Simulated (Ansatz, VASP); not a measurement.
# One calculation of SeO, two programs

```xyz
2
Lattice="2.9210 0.0000 0.0000 0.0000 2.9210 0.0000 0.0000 0.0000 2.9194" Properties=species:S:1:pos:R:3 pbc="T T T"
Se    1.4605    1.4605    1.4597
O     0.0000    0.0000    0.0000
```

Alike in both runs: functional PBE; k mesh 6 × 6 × 6; occupations gaussian, width 0.1 eV; no spin polarisation.

Ansatz relaxed the structure, and its values are those at the end. VASP's run is a single point on that final structure, the one shown.

|  | VASP | Ansatz |
| --- | --- | --- |
| version | VASP 6.6.1 | Ansatz 0.2.0 |
| potentials or method | VASP PAW PBE potentials, release 64 (Se, O), cutoff 520 eV | scalar-relativistic, plane waves, PAW |
| valence electrons in the cell | 12 | 22 |

```tsv
	VASP	Ansatz	Ansatz less VASP
gap on the k mesh at the Fermi level (eV)	none	none	-
pressure (GPa)	-0.1	0.0	+0.12
```

A gap of «none» marks a metal or a gap that the smearing closes. VASP's potentials hold 12 valence electrons a cell and Ansatz's 22, so a difference there can come from the potentials and not from the codes.
